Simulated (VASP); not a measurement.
# Mo3W (Fm-3m) in VASP: further runs

Mo3W is run at these levels: PBE; tasks: single point, relaxation of cell and atoms.

All numbers are computed with VASP 6.6.1; they aren't measurements. Logs are shortened: lines on timing, memory, paths and dates and some standing lists are left out, and cuts for length are marked.

**1. The cell of the first run**

The structure is cubic, space group Fm-3m (No. 225). Conventional cell: a = 6.338 Å, b = 6.338 Å, c = 6.338 Å, α = 90.00°, β = 90.00°, γ = 90.00°. Within 3.6 Å of Mo (site symmetry m-3m) lie 8 Mo at 2.74 Å and 6 W at 3.17 Å. Mo (site symmetry -43m) has 10 Mo at 2.74 to 3.17 Å and 4 W at 2.74 Å within 3.6 Å. W (site symmetry m-3m) has 14 Mo at 2.74 to 3.17 Å within 3.6 Å.

**2. Single point, PBE**

Input file INCAR:

```
SYSTEM = Mo3W
PREC     = Accurate       ! precision mode
ENCUT    = 500            ! plane-wave cutoff, eV
EDIFF    = 1E-6           ! SCF threshold, eV
ISMEAR   = 0              ! smearing method
SIGMA    = 0.1            ! smearing width, eV
LREAL    = .False.        ! projectors in reciprocal space
LASPH    = .True.         ! aspherical terms in the spheres
NELM     = 120            ! most SCF steps
ALGO     = Normal         ! electronic algorithm
ISIF     = 2              ! what is computed and relaxed
LWAVE    = .False.        ! write WAVECAR
LCHARG   = .False.        ! write CHGCAR
GGA      = PE             ! functional
NBANDS   = 36             ! bands
GGA_COMPAT= .False.
```

Input file KPOINTS:

```
regular mesh
0
Gamma
  4 4 4
  0 0 0
```

Input file POSCAR:

```
Mo3W
1.0
    0.0000000000      3.1689862340      3.1689862340
    3.1689862340      0.0000000000      3.1689862340
    3.1689862340      3.1689862340      0.0000000000
Mo W
3 1
Direct
    0.0000000000      0.0000000000      0.0000000000
    0.2500000000      0.2500000000      0.2500000000
    0.7500000000      0.7500000000      0.7500000000
    0.5000000000      0.5000000000      0.5000000000
```

Potentials or basis: VASP PAW PBE potentials, release 64 (Mo_sv, W_sv).

The run is started by

```console
$ cat potpaw_PBE.64/Mo_sv/POTCAR potpaw_PBE.64/W_sv/POTCAR > POTCAR
$ mpirun -np 1 vasp_std > vasp.out
```

OUTCAR:

```text
SYSTEM = Mo3W
   PREC = Accurate
   ENCUT = 500
   EDIFF = 1E-6
   ISMEAR = 0
   LREAL = .False.
   LASPH = .True.
   NELM = 120
   ISIF = 2
   GGA = PE

 ion  position               nearest neighbor table
   1  0.000  0.000  0.000-   3 2.74   3 2.74   3 2.74   2 2.74   3 2.74   2 2.74   2 2.74   2 2.74
                             4 3.17   4 3.17   4 3.17   4 3.17   4 3.17   4 3.17
   2  0.250  0.250  0.250-   1 2.74   1 2.74   1 2.74   1 2.74   4 2.74   4 2.74   4 2.74   4 2.74
                             3 3.17   3 3.17   3 3.17   3 3.17   3 3.17   3 3.17
   3  0.750  0.750  0.750-   4 2.74   4 2.74   4 2.74   1 2.74   4 2.74   1 2.74   1 2.74   1 2.74
                             2 3.17   2 3.17   2 3.17   2 3.17   2 3.17   2 3.17
   4  0.500  0.500  0.500-   2 2.74   2 2.74   2 2.74   2 2.74   3 2.74   3 2.74   3 2.74   3 2.74
                             1 3.17   1 3.17   1 3.17   1 3.17   1 3.17   1 3.17

  LATTYP: Found a face centered cubic cell.
 ALAT       =     6.3379724680

  Lattice vectors:

 A1 = (   0.0000000000,   3.1689862340,   3.1689862340)
 A2 = (   3.1689862340,   0.0000000000,   3.1689862340)
 A3 = (   3.1689862340,   3.1689862340,   0.0000000000)

Analysis of symmetry for initial positions (statically):
=====================================================================
 Subroutine PRICEL returns:
 Original cell was already a primitive cell.

 Routine SETGRP: Setting up the symmetry group for a
 face centered cubic supercell.

 Subroutine GETGRP returns: Found 48 space group operations
 (whereof 48 operations were pure point group operations)
 out of a pool of 48 trial point group operations.

The static configuration has the point symmetry O_h .

Analysis of symmetry for dynamics (positions and initial velocities):
=====================================================================
 Subroutine PRICEL returns:
 Original cell was already a primitive cell.

 Routine SETGRP: Setting up the symmetry group for a
 face centered cubic supercell.

 Subroutine GETGRP returns: Found 48 space group operations
 (whereof 48 operations were pure point group operations)
 out of a pool of 48 trial point group operations.

The dynamic configuration has the point symmetry O_h .

 Subroutine INISYM returns: Found 48 space group operations
 (whereof 48 operations are pure point group operations),
 and found     1 'primitive' translations

----------------------------------------------------------------------------------------

                                     Primitive cell

  volume of cell :      63.6489

  direct lattice vectors                    reciprocal lattice vectors
     0.000000000  3.168986234  3.168986234    -0.157779164  0.157779164  0.157779164
     3.168986234  0.000000000  3.168986234     0.157779164 -0.157779164  0.157779164
     3.168986234  3.168986234  0.000000000     0.157779164  0.157779164 -0.157779164

  length of vectors
     4.481623311  4.481623311  4.481623311     0.273281529  0.273281529  0.273281529

  position of ions in fractional coordinates (direct lattice)
     0.000000000  0.000000000  0.000000000
     0.250000000  0.250000000  0.250000000
     0.750000000  0.750000000  0.750000000
     0.500000000  0.500000000  0.500000000

  ion indices of the primitive-cell ions
   primitive index   ion index
                 1           1
                 2           2
                 3           3
                 4           4

----------------------------------------------------------------------------------------

 KPOINTS: regular mesh

Automatic generation of k-mesh.
 Grid dimensions read from file:
 generate k-points for:    4    4    4

 Generating k-lattice:

  Cartesian coordinates                     Fractional coordinates (reciprocal lattice)
    -0.039444791  0.039444791  0.039444791     0.250000000  0.000000000  0.000000000
     0.039444791 -0.039444791  0.039444791     0.000000000  0.250000000  0.000000000
     0.039444791  0.039444791 -0.039444791     0.000000000  0.000000000  0.250000000

  Length of vectors
     0.068320382  0.068320382  0.068320382

  Shift w.r.t. Gamma in fractional coordinates (k-lattice)
     0.000000000  0.000000000  0.000000000

 Subroutine IBZKPT returns following result:
 ===========================================

 Found      8 irreducible k-points:

 Following reciprocal coordinates:
            Coordinates               Weight
  0.000000  0.000000  0.000000      1.000000
  0.250000  0.000000  0.000000      8.000000
  0.500000  0.000000  0.000000      4.000000
  0.250000  0.250000  0.000000      6.000000
  0.500000  0.250000  0.000000     24.000000
 -0.250000  0.250000  0.000000     12.000000
  0.500000  0.500000  0.000000      3.000000
 -0.250000  0.500000  0.250000      6.000000
   k-points           NKPTS =      8   k-points in BZ     NKDIM =      8   number of bands    NBANDS=     36
   number of dos      NEDOS =    301   number of ions     NIONS =      4
   total plane-waves  NPLWV =  46656
   dimension x,y,z NGX =    36 NGY =   36 NGZ =   36
   dimension x,y,z NGXF=    72 NGYF=   72 NGZF=   72
   ions per type =               3   1
   NGX,Y,Z   is equivalent  to a cutoff of  13.35, 13.35, 13.35 a.u.
   NGXF,Y,Z  is equivalent  to a cutoff of  26.71, 26.71, 26.71 a.u.
 SYSTEM =  Mo3W
   PREC   = accura    normal or accurate (medium, high low for compatibility)
   ISTART =      0    job   : 0-new  1-cont  2-samecut
   ICHARG =      2    charge: 1-file 2-atom 10-const
   ISPIN  =      1    spin polarized calculation?
   LNONCOLLINEAR =      F non collinear calculations
   LSORBIT =      F    spin-orbit coupling
   LASPH  =      T    aspherical Exc in radial PAW
   ENCUT  =  500.0 eV  36.75 Ry    6.06 a.u.   8.17  8.17  8.17*2*pi/ulx,y,z
   NELM   =    120;   NELMIN=  2; NELMDL= -5     # of ELM steps
   EDIFF  = 0.1E-05   stopping-criterion for ELM
   LREAL  =      F    real-space projection
   EDIFFG = 0.1E-04   stopping-criterion for IOM
   NSW    =      0    number of steps for IOM
   IBRION =     -1    ionic relax: 0-MD 1-quasi-New 2-CG
   NFREE  =      0    steps in history (QN), initial steepest desc. (CG)
   ISIF   =      2    stress and relaxation
   ISYM   =      2    0-nonsym 1-usesym 2-fastsym
   POTIM  = 0.5000    time-step for ionic-motion
   TEBEG  =    0.0;   TEEND  =   0.0 temperature during run
   PSTRESS=    0.0 pullay stress
   NELECT =      56.0000    total number of electrons
   NUPDOWN=      -1.0000    fix difference up-down
   EMIN   =  10.00;   EMAX   =-10.00  energy-range for DOS
   EFERMI =   0.00;   METHOD = LEGACY
   ISMEAR =     0;   SIGMA  =   0.10  broadening in eV -4-tet -1-fermi 0-gaus
   EFERMI_NEDOS =   21; number of points for ismear=-14 and -15
   IALGO  =     38    algorithm
   IMIX   =      4    mixing-type and parameters
     AMIX     =   0.40;   BMIX     =  1.00
     AMIX_MAG =   1.60;   BMIX_MAG =  1.00
  volume/ion in A,a.u.               =      15.91       107.38
  Fermi-wavevector in a.u.,A,eV,Ry     =   1.568702  2.964417 33.481576  2.460826
  Thomas-Fermi vector in A             =   2.670694
   LORBIT       =      0    0 simple, 1 ext, 2 COOP (PROOUT), +10 PAW based schemes
   GGA     = PE    functional components
   LHFCALC =     F    Hartree Fock is set to
   AEXX    =    0.0000 exact exchange contribution
   IVDW    =     0    specifies the selected vdW correction
   LEPSILON=     F    determine dielectric tensor
   LRPA    =     F    only Hartree local field effects (RPA)
 non-spin polarized calculation
 Gauss-broadening in eV      SIGMA  =   0.10
  energy-cutoff  :      500.00
  volume of cell :       63.65
 maximum number of plane-waves:      1639
 NGX is ok and might be reduce to    36
   NGX = 17   NGY = 17   NGZ = 17

 number of electron      56.0000006 magnetization

 Free energy of the ion-electron system (eV)
  ---------------------------------------------------
  ext. energy  EPLUGINS =         0.00000000
  ---------------------------------------------------
  free energy    TOTEN  =       -45.89544067 eV

  energy without entropy =      -45.89378208  energy(sigma->0) =      -45.89461138

 E-fermi :  12.0755     XC(G=0): -13.3756

 val. band max:       11.9291906467   @ k =   0.2500   0.0000   0.0000
 cond. band min:      12.2151747901   @ k =   0.2500   0.2500   0.0000
 fundamental gap:      0.2859841433
 Fermi energy:        12.0754856484

 k-point     1 :       0.0000    0.0000    0.0000
  band No.  band energies     occupation
      1     -62.0011      2.00000
      2     -49.1696      2.00000
      3     -48.9058      2.00000
      4     -48.8552      2.00000
      5     -26.2458      2.00000
      6     -26.2458      2.00000
[... 28 lines left out ...]
     35      16.2400      0.00000
     36      16.2400      0.00000

 k-point     2 :       0.2500    0.0000    0.0000
  band No.  band energies     occupation
      1     -62.0009      2.00000
      2     -49.1390      2.00000
      3     -48.9146      2.00000
      4     -48.8788      2.00000
      5     -26.2524      2.00000
      6     -26.2524      2.00000
[... 28 lines left out ...]
     35      14.6258      0.00000
     36      15.4516      0.00000

 k-point     3 :       0.5000    0.0000    0.0000
  band No.  band energies     occupation
      1     -62.0007      2.00000
      2     -49.0988      2.00000
      3     -48.9346      2.00000
      4     -48.9007      2.00000
      5     -26.2590      2.00000
      6     -26.2590      2.00000
[... 28 lines left out ...]
     35      14.6916      0.00000
     36      14.6916      0.00000

 k-point     4 :       0.2500    0.2500    0.0000
  band No.  band energies     occupation
      1     -62.0009      2.00000
      2     -49.1278      2.00000
      3     -48.9153      2.00000
      4     -48.8897      2.00000
      5     -26.2644      2.00000
      6     -26.2644      2.00000
[... 28 lines left out ...]
     35      14.6803      0.00000
     36      14.8251      0.00000

 k-point     5 :       0.5000    0.2500    0.0000
  band No.  band energies     occupation
      1     -62.0006      2.00000
      2     -49.0842      2.00000
      3     -48.9318      2.00000
      4     -48.9186      2.00000
      5     -26.2717      2.00000
      6     -26.2648      2.00000
[... 28 lines left out ...]
     35      14.8289      0.00000
     36      14.9923      0.00000

 k-point     6 :      -0.2500    0.2500    0.0000
  band No.  band energies     occupation
      1     -62.0007      2.00000
      2     -49.1004      2.00000
      3     -48.9252      2.00000
      4     -48.9086      2.00000
      5     -26.2597      2.00000
      6     -26.2575      2.00000
[... 28 lines left out ...]
     35      14.5409      0.00000
     36      14.8265      0.00000

 k-point     7 :       0.5000    0.5000    0.0000
  band No.  band energies     occupation
      1     -62.0006      2.00000
      2     -49.0650      2.00000
      3     -48.9453      2.00000
      4     -48.9249      2.00000
      5     -26.2843      2.00000
      6     -26.2843      2.00000
[... 28 lines left out ...]
     35      14.3452      0.00000
     36      14.7379      0.00000

 k-point     8 :      -0.2500    0.5000    0.2500
  band No.  band energies     occupation
      1     -62.0006      2.00000
      2     -49.0651      2.00000
      3     -48.9351      2.00000
      4     -48.9351      2.00000
      5     -26.2765      2.00000
      6     -26.2517      2.00000
[... 28 lines left out ...]
     35      15.4274      0.00000
     36      15.5161      0.00000

------------------------ aborting loop because EDIFF is reached ----------------------------------------

  FORCE on cell =-STRESS in cart. coord.  units (eV):
  Direction    XX          YY          ZZ          XY          YZ          ZX
  --------------------------------------------------------------------------------------
  -------------------------------------------------------------------------------------
  Total        0.1591748      0.1591748      0.1591748      0.0000000      0.0000000      0.0000000
  in kB        4.0067640      4.0067640      4.0067640      0.0000000      0.0000000      0.0000000
  external PRESSURE =       4.0067640 kB  Pullay stress =       0.0000000 kB

 VOLUME and BASIS-vectors are now :
 -----------------------------------------------------------------------------
  energy-cutoff  :      500.00
  volume of cell :       63.65
      direct lattice vectors                 reciprocal lattice vectors
     0.000000000  3.168986234  3.168986234    -0.157779164  0.157779164  0.157779164
     3.168986234  0.000000000  3.168986234     0.157779164 -0.157779164  0.157779164
     3.168986234  3.168986234  0.000000000     0.157779164  0.157779164 -0.157779164

 POSITION                                       TOTAL-FORCE (eV/Angst)
 -----------------------------------------------------------------------------------
      0.00000      0.00000      0.00000        -0.000000     -0.000000      0.000000
      1.58449      1.58449      1.58449         0.000000     -0.000000      0.000000
      4.75348      4.75348      4.75348        -0.000000      0.000000     -0.000000
      3.16899      3.16899      3.16899        -0.000000     -0.000000      0.000000
 -----------------------------------------------------------------------------------
    total drift:                                0.000000      0.000000      0.000000

  FREE ENERGIE OF THE ION-ELECTRON SYSTEM (eV)
  ---------------------------------------------------
  free  energy   TOTEN  =       -45.8954406742 eV

  energy  without entropy=      -45.8937820780  energy(sigma->0) =      -45.89461138
```

Wall time 27 s (1 thread of AMD EPYC 9R45 (Zen 5), shared host); peak memory 0.16 GiB.

Results:

| Property | Result |
| --- | --- |
| Free energy | -45.8954 eV |
| Pressure | 0.4 GPa |
| Band gap on the k mesh | 0.29 eV, indirect (least direct gap 0.84 eV) |

Levels at points of the mesh, in eV from the valence-band top:
```csv
k point,band 24,band 25,band 26,band 27,band 28,band 29,band 30,band 31,band 32,band 33
"(0.00, 0.00, 0.00)",-2.48,-2.48,-1.16,-1.16,-1.16,1.84,1.84,2.54,2.54,3.04
"(0.50, 0.00, 0.00)",-2.71,-2.64,-2.64,-2.60,-2.60,1.75,1.75,2.15,2.15,2.29
"(0.50, 0.50, 0.00)",-2.47,-0.52,-0.52,-0.37,-0.37,0.99,1.19,1.48,1.48,1.83
```

Caveat: the k points lie up to 0.43 Å⁻¹ apart; spin-orbit coupling is left out, which moves the levels of the heavy elements.

(Part 1 of 2 ends here.)
